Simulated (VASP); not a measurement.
# SiO2 (I4_1/amd) in VASP: further runs

Runs on SiO2. Level: PBE. Tasks: single point.

Everything below comes from runs of VASP 6.6.1. Logs are shortened: lines on timing, memory, paths and dates and some standing lists are left out, and cuts for length are marked.

### Step 1. The cell of the first run

It takes space group I4_1/amd (No. 141, tetragonal). The conventional cell has a = 3.455 Å, b = 3.455 Å, c = 8.346 Å, α = 90.00°, β = 90.00°, γ = 90.00°. Si (site symmetry -4m2) has 6 O at 1.73 to 1.76 Å within 2.3 Å. Within 2.3 Å of O (site symmetry 2mm) lie 3 Si at 1.73 to 1.76 Å and 2 O at 2.21 Å.

### Step 2. Single point, PBE (8.30 Å³/atom)

Contents of INCAR:

```
PREC = Accurate
ENCUT = 520
EDIFF = 1E-6
ISMEAR = 0
SIGMA = 0.01
LREAL = F
LASPH = T
NELM = 100
ALGO = Normal
ISIF = 2
LWAVE = F
LCHARG = F
GGA = PE
NBANDS = 25
```

Contents of KPOINTS:

```
regular mesh
0
Gamma
  8 8 8
```

Contents of POSCAR:

```
SiO2
1.0
   -1.7274146580      1.7274146580      4.1730310934
    1.7274146580     -1.7274146580      4.1730310934
    1.7274146580      1.7274146580     -4.1730310934
Si O
2 4
Direct
    0.7500000000      0.2500000000      0.5000000000
    0.0000000000      0.0000000000      0.0000000000
    0.5421687973      0.0421687973      0.5000000000
    0.7921687973      0.7921687973      0.0000000000
    0.2078312027      0.2078312027      0.0000000000
    0.9578312027      0.4578312027      0.5000000000
```

Potentials or basis: VASP PAW PBE potentials, release 64 (Si, O).

Run with:

```
> cat potpaw_PBE.64/Si/POTCAR potpaw_PBE.64/O/POTCAR > POTCAR
> mpirun -np 1 vasp_std > vasp.out
```

OUTCAR:

```text
PREC = Accurate
   ENCUT = 520
   EDIFF = 1E-6
   ISMEAR = 0
   LREAL = F
   LASPH = T
   NELM = 100
   ISIF = 2
   GGA = PE

 ion  position               nearest neighbor table
   1  0.750  0.250  0.500-   3 1.73   6 1.73   5 1.76   4 1.76   4 1.76   5 1.76   2 2.71   2 2.71
                             2 2.71   2 2.71
   2  0.000  0.000  0.000-   4 1.73   5 1.73   3 1.76   6 1.76   3 1.76   6 1.76   1 2.71   1 2.71
                             1 2.71   1 2.71
   3  0.542  0.042  0.500-   1 1.73   2 1.76   2 1.76
   4  0.792  0.792  0.000-   2 1.73   1 1.76   1 1.76
   5  0.208  0.208  0.000-   2 1.73   1 1.76   1 1.76
   6  0.958  0.458  0.500-   1 1.73   2 1.76   2 1.76

  LATTYP: Found a body centered tetragonal cell.
 ALAT       =     3.4548293160
 C/A-ratio  =     2.4157668653

  Lattice vectors:

 A1 = (  -1.7274146580,   1.7274146580,   4.1730310934)
 A2 = (   1.7274146580,  -1.7274146580,   4.1730310934)
 A3 = (   1.7274146580,   1.7274146580,  -4.1730310934)

Analysis of symmetry for initial positions (statically):
=====================================================================
 Subroutine PRICEL returns:
 Original cell was already a primitive cell.

 Routine SETGRP: Setting up the symmetry group for a
 body centered tetragonal supercell.

 Subroutine GETGRP returns: Found 16 space group operations
 (whereof  8 operations were pure point group operations)
 out of a pool of 16 trial point group operations.

The static configuration has the point symmetry D_2d.
 The point group associated with its full space group is D_4h.

Analysis of symmetry for dynamics (positions and initial velocities):
=====================================================================
 Subroutine PRICEL returns:
 Original cell was already a primitive cell.

 Routine SETGRP: Setting up the symmetry group for a
 body centered tetragonal supercell.

 Subroutine GETGRP returns: Found 16 space group operations
 (whereof  8 operations were pure point group operations)
 out of a pool of 16 trial point group operations.

The dynamic configuration has the point symmetry D_2d.
 The point group associated with its full space group is D_4h.

 Subroutine INISYM returns: Found 16 space group operations
 (whereof  8 operations are pure point group operations),
 and found     1 'primitive' translations

----------------------------------------------------------------------------------------

                                     Primitive cell

  volume of cell :      49.8087

  direct lattice vectors                    reciprocal lattice vectors
    -1.727414658  1.727414658  4.173031093     0.000000000  0.289449900  0.119816984
     1.727414658 -1.727414658  4.173031093     0.289449900  0.000000000  0.119816984
     1.727414658  1.727414658 -4.173031093     0.289449900  0.289449900  0.000000000

  length of vectors
     4.835505279  4.835505279  4.835505279     0.313268821  0.313268821  0.409343974

  position of ions in fractional coordinates (direct lattice)
     0.750000000  0.250000000  0.500000000
     0.000000000  0.000000000  0.000000000
     0.542168797  0.042168797  0.500000000
     0.792168797  0.792168797  0.000000000
     0.207831203  0.207831203  0.000000000
     0.957831203  0.457831203  0.500000000

  ion indices of the primitive-cell ions
   primitive index   ion index
                 1           1
                 2           2
                 3           3
                 4           4
                 5           5
                 6           6

----------------------------------------------------------------------------------------

 KPOINTS: regular mesh

Automatic generation of k-mesh.
 Grid dimensions read from file:
 generate k-points for:    8    8    8

 Generating k-lattice:

  Cartesian coordinates                     Fractional coordinates (reciprocal lattice)
     0.000000000  0.036181237  0.014977123     0.125000000  0.000000000  0.000000000
     0.036181237  0.000000000  0.014977123     0.000000000  0.125000000  0.000000000
[... 47 lines left out ...]
  volume of cell :       49.81
 maximum number of plane-waves:      1362
   NGX = 17   NGY = 17   NGZ = 17

 number of electron      32.0000010 magnetization

 Free energy of the ion-electron system (eV)
  ---------------------------------------------------
  ext. energy  EPLUGINS =         0.00000000
  ---------------------------------------------------
  free energy    TOTEN  =       -45.85128110 eV

  energy without entropy =      -45.85128110  energy(sigma->0) =      -45.85128110

 E-fermi :   6.4589     XC(G=0): -11.6830

 val. band max:        6.3827524599   @ k =   0.2500   0.2500   0.2500
 cond. band min:      13.2514739517   @ k =   0.0000   0.0000   0.0000
 fundamental gap:      6.8687214918
 Fermi energy:         6.4589070516

 k-point     1 :       0.0000    0.0000    0.0000
  band No.  band energies     occupation
      1     -15.4601      2.00000
      2     -12.3528      2.00000
      3     -11.1773      2.00000
      4     -10.3149      2.00000
      5      -1.4283      2.00000
      6      -1.4283      2.00000
[... 17 lines left out ...]
     24      20.6588      0.00000
     25      20.7275      0.00000

 k-point     2 :       0.1250   -0.0000    0.0000
  band No.  band energies     occupation
      1     -15.3311      2.00000
      2     -12.4344      2.00000
      3     -11.1292      2.00000
      4     -10.4649      2.00000
      5      -1.8897      2.00000
      6      -1.4224      2.00000
[... 17 lines left out ...]
     24      20.6517      0.00000
     25      20.8375      0.00000

 k-point     3 :       0.2500   -0.0000    0.0000
  band No.  band energies     occupation
      1     -14.9670      2.00000
      2     -12.5898      2.00000
      3     -11.2489      2.00000
      4     -10.7119      2.00000
      5      -2.2428      2.00000
      6      -1.3967      2.00000
[... 552 lines left out ...]
 k-point    23 :       0.2500    0.1250    0.1250
  band No.  band energies     occupation
      1     -14.0306      2.00000
      2     -12.6188      2.00000
      3     -11.8076      2.00000
      4     -11.1875      2.00000
      5      -3.5388      2.00000
      6      -1.4266      2.00000
[... 17 lines left out ...]
     24      20.9222      0.00000
     25      21.3378      0.00000

 k-point    24 :       0.3750    0.1250    0.1250
  band No.  band energies     occupation
      1     -13.7135      2.00000
      2     -12.5674      2.00000
      3     -12.2414      2.00000
      4     -11.1789      2.00000
      5      -3.4604      2.00000
      6      -1.6218      2.00000
[... 17 lines left out ...]
     24      21.1431      0.00000
     25      21.1615      0.00000

 [... further k-points ...]

------------------------ aborting loop because EDIFF is reached ----------------------------------------

  FORCE on cell =-STRESS in cart. coord.  units (eV):
  Direction    XX          YY          ZZ          XY          YZ          ZX
  --------------------------------------------------------------------------------------
  -------------------------------------------------------------------------------------
  Total        5.4481675      5.4481675      6.8835424      0.0000000      0.0000000      0.0000000
  in kB      175.2492718    175.2492718    221.4204668      0.0000000      0.0000000      0.0000000
  external PRESSURE =     190.6396701 kB  Pullay stress =       0.0000000 kB

 VOLUME and BASIS-vectors are now :
 -----------------------------------------------------------------------------
  energy-cutoff  :      520.00
  volume of cell :       49.81
      direct lattice vectors                 reciprocal lattice vectors
    -1.727414658  1.727414658  4.173031093     0.000000000  0.289449900  0.119816984
     1.727414658 -1.727414658  4.173031093     0.289449900  0.000000000  0.119816984
     1.727414658  1.727414658 -4.173031093     0.289449900  0.289449900  0.000000000

 POSITION                                       TOTAL-FORCE (eV/Angst)
 -----------------------------------------------------------------------------------
     -0.00000      1.72741      2.08652         0.000000      0.000000     -0.000000
      0.00000      0.00000      0.00000         0.000000      0.000000     -0.000000
      0.00000      1.72741      0.35194         0.000000     -0.000000     -0.634816
      0.00000      0.00000      6.61149        -0.000000      0.000000     -0.634816
      0.00000      0.00000      1.73457        -0.000000      0.000000      0.634816
     -0.00000      1.72741      3.82109         0.000000     -0.000000      0.634816
 -----------------------------------------------------------------------------------
    total drift:                                0.000000      0.000000     -0.000000

  FREE ENERGIE OF THE ION-ELECTRON SYSTEM (eV)
  ---------------------------------------------------
  free  energy   TOTEN  =       -45.8512811005 eV

  energy  without entropy=      -45.8512811005  energy(sigma->0) =      -45.85128110
```

It took 2.1 min on 1 thread of Intel Xeon 8259CL, shared host; peak memory 0.22 GiB.

Results:

* Free energy: -45.8513 eV
* Pressure: 19.1 GPa
* Largest force: 0.635 eV/Å
* Band gap on the k mesh: 6.87 eV (least direct gap 7.56 eV)

Forces in eV/Å, atoms in the order of the input:
```
Si   0.000  0.000  0.000
Si   0.000  0.000  0.000
O    0.000  0.000 -0.635
O    0.000  0.000 -0.635
O    0.000  0.000  0.635
O    0.000  0.000  0.635
```

Caveat: the cell stands under pressure. A k mesh can miss the band edges.

### Step 3. Single point, PBE (8.57 Å³/atom)

This run uses another cell than the first one, of 8.57 Å³/atom.

Contents of INCAR:

```
PREC = Accurate
ENCUT = 520
EDIFF = 1E-7
ISMEAR = 0
SIGMA = 0.01
LREAL = F
LASPH = T
NELM = 60
ALGO = Normal
ISIF = 2
LWAVE = F
LCHARG = F
GGA = PE
NBANDS = 25
```

Contents of KPOINTS:

```
Automatic mesh
0
Gamma
  8 8 8
```

Edit POSCAR of step 2 so:

```diff
@@ -2,5 +2,5 @@
 1.0
-   -1.7274146580      1.7274146580      4.1730310934
-    1.7274146580     -1.7274146580      4.1730310934
-    1.7274146580      1.7274146580     -4.1730310934
+   -1.7455993066      1.7455993066      4.2169609648
+    1.7455993066     -1.7455993066      4.2169609648
+    1.7455993066      1.7455993066     -4.2169609648
 Si O
```

Potentials or basis: VASP PAW PBE potentials, release 64 (Si, O).

Run with:

```
> cat potpaw_PBE.64/Si/POTCAR potpaw_PBE.64/O/POTCAR > POTCAR
> mpirun -np 1 vasp_std > vasp.out
```

It took 2.2 min on 1 thread of Intel Xeon 8259CL, shared host; peak memory 0.23 GiB.

The run converged. Its results:

* Free energy: -45.9917 eV
* Pressure: 8.9 GPa
* Largest force: 0.303 eV/Å
* Band gap on the k mesh: 6.33 eV (least direct gap 6.98 eV)

Forces in eV/Å, atoms in the order of the input:
```
Si   0.000  0.000  0.000
Si   0.000  0.000  0.000
O    0.000  0.000 -0.303
O    0.000  0.000 -0.303
O    0.000  0.000  0.303
O    0.000  0.000  0.303
```

Stress tensor (GPa, compression positive):
```
 8.03  0.00  0.00
 0.00  8.03  0.00
 0.00  0.00 10.50
```

Levels at points of the mesh, in eV from the valence-band top:
| k point | band 12 | band 13 | band 14 | band 15 | band 16 | band 17 | band 18 | band 19 | band 20 | band 21 |
| --- | --- | --- | --- | --- | --- | --- | --- | --- | --- | --- |
| (0.00, 0.00, 0.00) | -1.46 | -0.84 | -0.84 | -0.66 | -0.66 | 6.33 | 8.79 | 11.28 | 12.04 | 12.22 |
| (0.50, 0.00, 0.00) | -2.30 | -1.92 | -1.86 | -1.25 | -1.24 | 9.00 | 9.19 | 11.30 | 11.52 | 11.93 |
| (0.50, 0.50, 0.00) | -2.25 | -2.05 | -2.05 | -0.07 | -0.07 | 9.94 | 9.94 | 11.15 | 11.15 | 11.41 |
| (0.50, 0.50, 0.50) | -3.92 | -2.13 | -2.13 | -0.44 | -0.44 | 7.58 | 7.58 | 10.37 | 10.37 | 12.14 |

Caveat: the cell stands under pressure. A k mesh can miss the band edges.

### Step 4. Single point, PBE

This run uses another cell than the first one, of 8.83 Å³/atom.

Contents of INCAR:

```
SYSTEM = SiO2
PREC = Accurate
ENCUT = 520
EDIFF = 1E-6
ISMEAR = 0
SIGMA = 0.01
LREAL = .False.
LASPH = .True.
NELM = 80
ALGO = Normal
ISIF = 2
LWAVE = .False.
LCHARG = .False.
GGA = PE
NBANDS = 25
```

Contents of KPOINTS:

```
regular mesh
0
Gamma
  8 8 8
  0 0 0
```

Edit POSCAR of step 3 so:

```diff
@@ -2,5 +2,5 @@
 1.0
-   -1.7455993066      1.7455993066      4.2169609648
-    1.7455993066     -1.7455993066      4.2169609648
-    1.7455993066      1.7455993066     -4.2169609648
+   -1.7634127747      1.7634127747      4.2599941509
+    1.7634127747     -1.7634127747      4.2599941509
+    1.7634127747      1.7634127747     -4.2599941509
 Si O
```

Run with:

```
> cat potpaw_PBE.64/Si/POTCAR potpaw_PBE.64/O/POTCAR > POTCAR
> mpirun -np 1 vasp_std > vasp.out
```

Wall time 3.8 min (1 thread of Intel Xeon 8259CL, shared host); peak memory 0.25 GiB.

It converged, with:

| Quantity | Value |
| --- | --- |
| Free energy | -46.0383 eV |
| Pressure | 0.1 GPa |
| Largest force | 0.006 eV/Å |
| Band gap on the k mesh | 5.81 eV (least direct gap 6.44 eV) |

Forces on the atoms (eV/Å):
```
Si   0.000  0.000  0.000
Si   0.000  0.000  0.000
O    0.000  0.000 -0.006
O    0.000  0.000 -0.006
O    0.000  0.000  0.006
O    0.000  0.000  0.006
```

Stress tensor (GPa, compression positive):
```
-0.05  0.00  0.00
 0.00 -0.05  0.00
 0.00  0.00  0.50
```

Levels at points of the mesh, in eV from the valence-band top:
| k point | band 13 | band 14 | band 15 | band 16 | band 17 | band 18 | band 19 | band 20 |
| --- | --- | --- | --- | --- | --- | --- | --- | --- |
| (0.00, 0.00, 0.00) | -0.83 | -0.83 | -0.63 | -0.63 | 5.81 | 8.35 | 11.11 | 11.87 |
| (0.50, 0.00, 0.00) | -1.84 | -1.79 | -1.22 | -1.19 | 8.66 | 8.69 | 10.99 | 11.16 |
| (0.50, 0.50, 0.00) | -2.00 | -2.00 | -0.07 | -0.07 | 9.65 | 9.65 | 10.76 | 10.76 |
| (0.50, 0.50, 0.50) | -2.05 | -2.05 | -0.42 | -0.42 | 7.17 | 7.17 | 10.13 | 10.13 |

A k mesh can miss the band edges.

### Step 5. Single point, PBE (9.10 Å³/atom)

This run uses another cell than the first one, of 9.10 Å³/atom.

Contents of INCAR:

```
SYSTEM = SiO2
PREC = Accurate ; ENCUT = 520
EDIFF = 1E-7 ; ISMEAR = 0
SIGMA = 0.01 ; LREAL = .False.
LASPH = .True. ; NELM = 80
ALGO = Normal ; ISIF = 2
LWAVE = .False. ; LCHARG = .True.
GGA = PE ; LELF = .True.
LVHAR = .True. ; NBANDS = 25
```

Contents of KPOINTS:

```
Automatic mesh
0
Gamma
  8 8 8
  0 0 0
```

Edit POSCAR of step 4 so:

```diff
@@ -2,5 +2,5 @@
 1.0
-   -1.7634127747      1.7634127747      4.2599941509
-    1.7634127747     -1.7634127747      4.2599941509
-    1.7634127747      1.7634127747     -4.2599941509
+   -1.7808734427      1.7808734427      4.3021750541
+    1.7808734427     -1.7808734427      4.3021750541
+    1.7808734427      1.7808734427     -4.3021750541
 Si O
```

Run with:

```
> cat potpaw_PBE.64/Si/POTCAR potpaw_PBE.64/O/POTCAR > POTCAR
> mpirun -np 1 vasp_std > vasp.out
```

Wall time 4.1 min (1 thread of Intel Xeon 8259CL, shared host); peak memory 0.25 GiB.

It converged, with:

```
Free energy            : -46.0046 eV
Pressure               : -7.3 GPa
Largest force          : 0.260 eV/Å
Band gap on the k mesh : 5.31 eV (least direct gap 5.91 eV)
```

Forces on the atoms (eV/Å):
```
Si   0.000  0.000  0.000
Si   0.000  0.000  0.000
O    0.000  0.000  0.260
O    0.000  0.000  0.260
O    0.000  0.000 -0.260
O    0.000  0.000 -0.260
```

Stress tensor (GPa, compression positive):
```
-6.93  0.00  0.00
 0.00 -6.93  0.00
 0.00  0.00 -8.08
```

Levels at points of the mesh, in eV from the valence-band top:
| k point | band 13 | band 14 | band 15 | band 16 | band 17 | band 18 | band 19 | band 20 |
| --- | --- | --- | --- | --- | --- | --- | --- | --- |
| (0.00, 0.00, 0.00) | -0.82 | -0.82 | -0.60 | -0.60 | 5.31 | 7.93 | 10.97 | 11.53 |
| (0.50, 0.00, 0.00) | -1.76 | -1.72 | -1.20 | -1.14 | 8.22 | 8.33 | 10.69 | 10.81 |
| (0.50, 0.50, 0.00) | -1.95 | -1.95 | -0.08 | -0.08 | 9.37 | 9.37 | 10.38 | 10.38 |
| (0.50, 0.50, 0.50) | -1.97 | -1.97 | -0.41 | -0.41 | 6.78 | 6.78 | 9.92 | 9.92 |

Caveat: the cell stands under tension. A k mesh can miss the band edges.

### Step 6. Single point, PBE (9.36 Å³/atom)

This run uses another cell than the first one, of 9.36 Å³/atom.

Contents of INCAR:

```
PREC = Accurate
ENCUT = 520
EDIFF = 1E-6
ISMEAR = 0
SIGMA = 0.01
LREAL = F
LASPH = T
NELM = 60
ALGO = Normal
ISIF = 2
LWAVE = F
LCHARG = F
GGA = PE
NBANDS = 25
```

Contents of KPOINTS:

```
Automatic mesh
0
Gamma
  8 8 8
```

Edit POSCAR of step 5 so:

```diff
@@ -2,5 +2,5 @@
 1.0
-   -1.7808734427      1.7808734427      4.3021750541
-    1.7808734427     -1.7808734427      4.3021750541
-    1.7808734427      1.7808734427     -4.3021750541
+   -1.7979982763      1.7979982763      4.3435446597
+    1.7979982763     -1.7979982763      4.3435446597
+    1.7979982763      1.7979982763     -4.3435446597
 Si O
```

Potentials or basis: VASP PAW PBE potentials, release 64 (Si, O).

Run with:

```
> cat potpaw_PBE.64/Si/POTCAR potpaw_PBE.64/O/POTCAR > POTCAR
> mpirun -np 1 vasp_std > vasp.out
```

Wall time 4 min (1 thread of Intel Xeon 8259CL, shared host); peak memory 0.26 GiB.

Results (log left out):

```yaml
Free_energy: -45.9025 eV
Pressure: -13.7 GPa
Largest_force: 0.498 eV/Å
Band_gap_on_the_k_mesh: 4.84 eV (least direct gap 5.42 eV)
```

Forces on the atoms (eV/Å):
```
Si   0.000  0.000  0.000
Si   0.000  0.000  0.000
O    0.000  0.000  0.498
O    0.000  0.000  0.498
O    0.000  0.000 -0.498
O    0.000  0.000 -0.498
```

Stress tensor (GPa, compression positive):
```
-12.79   0.00   0.00
  0.00 -12.79   0.00
  0.00   0.00 -15.46
```

Levels at points of the mesh, in eV from the valence-band top:
```
           k point  band 12  band 13  band 14  band 15  band 16  band 17  band 18  band 19  band 20  band 21
(0.00, 0.00, 0.00)    -1.46    -0.80    -0.80    -0.58    -0.58     4.84     7.53    10.83    11.21    11.86
(0.50, 0.00, 0.00)    -2.17    -1.69    -1.65    -1.18    -1.09     7.77     8.01    10.39    10.48    11.40
(0.50, 0.50, 0.00)    -2.14    -1.91    -1.91    -0.08    -0.08     9.10     9.10    10.01    10.01    10.21
(0.50, 0.50, 0.50)    -3.74    -1.89    -1.89    -0.40    -0.40     6.40     6.40     9.73     9.73    11.70
```

Caveat: the cell stands under tension.

### Step 7. Overview

| cell | gap on the mesh (eV) | pressure (GPa) | largest force (eV/Å) |
| --- | --- | --- | --- |
| a = 4.836 Å, angles 138.1, 138.1, 60.7°, 6 atoms | 6.87 | 19.1 | 0.63 |
| a = 4.886 Å, angles 138.1, 138.1, 60.7°, 6 atoms | 6.33 | 8.9 | 0.30 |
| a = 4.936 Å, angles 138.1, 138.1, 60.7°, 6 atoms | 5.81 | 0.1 | 0.01 |
| a = 4.985 Å, angles 138.1, 138.1, 60.7°, 6 atoms | 5.31 | -7.3 | 0.26 |
| a = 5.033 Å, angles 138.1, 138.1, 60.7°, 6 atoms | 4.84 | -13.7 | 0.50 |

Alike in all rows: task single point; level PBE; potentials or basis VASP PAW PBE potentials, release 64 (Si, O); no spin polarisation; k mesh 8 × 8 × 8; cutoff (eV) 520; smearing gaussian 0.01 eV.

Caveats: the cell stands under pressure (at least some runs); the cell stands under tension (at least some runs).

Total energies depend on the potentials used, so only differences within one code and one set of settings carry meaning.
